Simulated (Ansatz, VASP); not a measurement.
# Two plane-wave programs on Ni

```
Ni
1.0
     2.44802    0.00000    0.00000
    -1.22401    2.12005    0.00000
     0.00000    0.00000    4.07281
Ni
2
Cartesian
  1.2240 0.7067 3.0546
  0.0000 1.4134 1.0182
```

Alike in both runs: task relaxation of cell and atoms; functional revPBE; dispersion D3(BJ); k mesh 12 × 12 × 7; occupations fermi-dirac, width 0.05 eV; collinear spin.

|  | VASP | Ansatz |
| --- | --- | --- |
| version | VASP 6.6.1 | Ansatz 0.2.0 |
| potentials or method | VASP PAW PBE potentials, release 64 (Ni) | Ansatz PAW |
| plane-wave cutoff (eV) | 600 | 420 |
| valence electrons in the cell | 20 | 36 |

|  | VASP | Ansatz | Ansatz less VASP |
| --- | --- | --- | --- |
| gap on the k mesh at the Fermi level, each at its own relaxed structure (eV) | none | none | - |
| net moment per atom (μB) | 0.64 | 0.65 | +0.016 |
| size of the moment on the site where the two differ most (μB) | 0.65 | 0.69 | +0.047 |
| relaxed volume (Å³/atom) | 10.41 | 10.42 | +0.011 |
| relaxed cell length with the largest relative difference (Å) | 2.448 | 2.449 | +0.0016 |

VASP's potentials were made for PBE, not for revPBE. Site moments also hang on the region over which each program counts them. A gap of «none» marks a metal or a gap that the smearing closes. VASP's potentials hold 20 valence electrons a cell and Ansatz's 36, so a difference there can come from the potentials and not from the codes.

Noted on Ansatz's run: the plane-wave basis is chosen anew once the cell has moved, so the energies of steps on either side of that aren't comparable.
